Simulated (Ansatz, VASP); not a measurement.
Two plane-wave programs on In2C

```
In C
1.0
     0.00000    3.09233    3.09233
     3.09233    0.00000    3.09233
     3.09233    3.09233    0.00000
In C
2 1
Direct
  0.25000 0.25000 0.25000
  0.75000 0.75000 0.75000
  0.00000 0.00000 0.00000
```

Change from the starting cell: species swapped into the Al2Pt type (Fm-3m, No. 225).

Alike in both runs: functional PBE; k mesh 14 × 14 × 14; occupations gaussian, width 0.1 eV; no spin polarisation.

Ansatz relaxed the structure, and its values are those at the end. VASP's run is a single point on that final structure, the one shown.

|  | VASP | Ansatz |
| --- | --- | --- |
| version | VASP 6.6.1 | Ansatz 0.2.0 |
| potentials or method | VASP PAW PBE potentials, release 64 (In_d, C), cutoff 520 eV | scalar-relativistic, plane waves, PAW |
| valence electrons in the cell | 30 | 30 |

```csv
,VASP,Ansatz,Ansatz less VASP
gap on the k mesh at the Fermi level (eV),none,none,-
pressure (GPa),0.0,0.0,+0.01
```

A gap of «none» marks a metal or a gap that the smearing closes.
